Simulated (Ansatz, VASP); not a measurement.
WS2 in VASP and in Ansatz

```
W S
1.0
     3.18352    0.00000    0.00000
    -1.59176    2.75701    0.00000
     0.00000    0.00000   16.95058
W S
1 2
Direct
  0.00000 0.00000 0.00000
  0.33333 0.66667 0.09200
  0.33333 0.66667 0.90800
```

Alike in both runs: task relaxation of cell and atoms; functional LDA; k mesh 10 × 10 × 2; occupations fermi-dirac, width 0.05 eV; no spin polarisation.

|  | VASP | Ansatz |
| --- | --- | --- |
| version | VASP 6.6.1 | Ansatz 0.2.0 |
| potentials or method | VASP PAW LDA potentials, release 64 (W_sv, S) | Ansatz PAW |
| plane-wave cutoff (eV) | 600 | 420 |
| valence electrons in the cell | 26 | 26 |

Ansatz gave:

- relaxed volume (Å³/atom): 47.81
- relaxed length of the cell vector where the two differ most in proportion (Å): 3.126

Task: Which values does VASP return?

Result: Relaxed volume (Å³/atom): 47.92; relaxed length of the cell vector where the two differ most in proportion (Å): 3.128.

LDA's correlation is that of Perdew and Zunger in VASP and of Perdew and Wang (1992) in Ansatz.

Spin-orbit coupling is off throughout. Noted on Ansatz's run: the plane-wave basis is chosen anew once the cell has moved, so the energies of steps on either side of that aren't comparable.
